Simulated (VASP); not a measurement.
Wanted: the native input for a VASP 6.6.1 run.

- Task: single point
- Functional: HSE06
- Potentials or basis: VASP PAW PBE potentials, release 64 (Na_pv, H)
- Cutoff: 520 eV
- k mesh: 4 × 4 × 4
- Occupations: gaussian, width 0.01 eV
- Spin: no spin polarisation
- Dipole correction: no
- Grid for exact exchange (PRECFOCK): Normal
- Further INCAR settings: ALGO = Normal; EDIFF = 1e-07; NBANDS = 11
- Share of exact exchange: 0.25
- Screening parameter: 0.2079 1/Å

NaH:

```
Na H
1.0
     2.93239    0.00000    0.00000
     0.00000    2.93239    0.00000
     0.00000    0.00000    2.93239
Na H
1 1
Direct
  0.00000 0.00000 0.00000
  0.50000 0.50000 0.50000
```

The input as run:

POSCAR

```
NaH
1.0
    2.9323911888      0.0000000000      0.0000000000
    0.0000000000      2.9323911888      0.0000000000
    0.0000000000      0.0000000000      2.9323911888
Na H
1 1
Direct
    0.0000000000      0.0000000000      0.0000000000
    0.5000000000      0.5000000000      0.5000000000
```

INCAR.step1

```
SYSTEM = NaH
PREC = Accurate
ENCUT = 520
EDIFF = 1E-5
ISMEAR = 0
SIGMA = 0.01
LREAL = .FALSE.
LASPH = .TRUE.
NELM = 100
ALGO = Normal
ISIF = 2
LWAVE = .TRUE.
LCHARG = .FALSE.
NBANDS = 11
GGA = PE
```

INCAR.step2

```
SYSTEM = NaH
PREC = Accurate
ENCUT = 520
EDIFF = 1E-7
ISMEAR = 0
SIGMA = 0.01
LREAL = .FALSE.
LASPH = .TRUE.
NELM = 100
ALGO = Normal
ISIF = 2
LWAVE = .FALSE.
LCHARG = .FALSE.
GGA = PE
LHFCALC = .TRUE.
HFSCREEN = 0.2079
PRECFOCK = Normal
NBANDS = 11
ISTART = 1
```

KPOINTS

```
regular mesh
0
G
  4 4 4
  0 0 0
```

Potentials or basis: VASP PAW PBE potentials, release 64 (Na_pv, H).

Command:

```sh
$ cat potpaw_PBE.64/Na_pv/POTCAR potpaw_PBE.64/H/POTCAR > POTCAR
$ cp INCAR.step1 INCAR
$ mpirun -np 1 vasp_std > vasp.out
$ cp INCAR.step2 INCAR
$ mpirun -np 1 vasp_std > vasp.out
```

It gave:

```yaml
Pressure: 0.4 GPa
Band_gap_on_the_k_mesh: 1.89 eV (least direct gap 5.72 eV)
```

Caveat: the k points lie up to 0.54 Å⁻¹ apart; the structure was generated, so it needn't be the stable form of NaH; the PAW data sets were made with another functional, which shifts forces and pressure a little.

Wall time 97 s on 1 thread of Intel Xeon 8259CL, on a shared host, peak memory 0.23 GiB.
